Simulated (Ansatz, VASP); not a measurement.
# C: VASP beside Ansatz

```xyz
8
Lattice="1.8667 -4.3337 0.0000 1.8667 4.3337 0.0000 0.0000 0.0000 2.4857" Properties=species:S:1:pos:R:3 pbc="T T T"
C     3.0424    1.4444    0.0000
C     0.6909   -1.4444    0.0000
C     0.6909    1.4444    0.0000
C     3.0424   -1.4444    0.0000
C     1.1772   -0.7735    1.2428
C     2.5561    0.7735    1.2428
C     2.5561   -0.7735    1.2428
C     1.1772    0.7735    1.2428
```

Change from the starting cell: strain -0.1125 x Voigt [1, 0, 0, 0, 0, 0], atoms carried along.

Alike in both runs: task single point; functional LDA; k mesh 6 × 6 × 10; occupations gaussian, width 0.05 eV; no spin polarisation.

|  | VASP | Ansatz |
| --- | --- | --- |
| version | VASP 6.6.1 | Ansatz 0.2.0 |
| potentials or method | VASP PAW LDA potentials, release 64 (C), cutoff 520 eV | scalar-relativistic, plane waves, PAW |
| valence electrons in the cell | 32 | 32 |

Ansatz gave:

```
gap on the k mesh at the Fermi level (eV)                     : 2.10
least direct gap on the mesh (eV)                             : 3.21
pressure (GPa)                                                : 76.8
traceless stress, the component that is largest in VASP (GPa) : 141.15
rms of the force components (eV/Å)                            : 1.655
```

Task: What did VASP give for the same quantities?

Result: gap on the k mesh at the Fermi level (eV): 2.09; least direct gap on the mesh (eV): 3.20; pressure (GPa): 79.0; traceless stress, the component that is largest in VASP (GPa): 141.51; rms of the force components (eV/Å): 1.674.

LDA's correlation is that of Perdew and Zunger in VASP and of Perdew and Wang (1992) in Ansatz. Atom by atom the forces differ by 0.020 eV/Å (rms over components). Both programs put the cell under a high pressure, so it lies far from rest at this level.

Noted on VASP's run: the cell as given lies far from equilibrium.
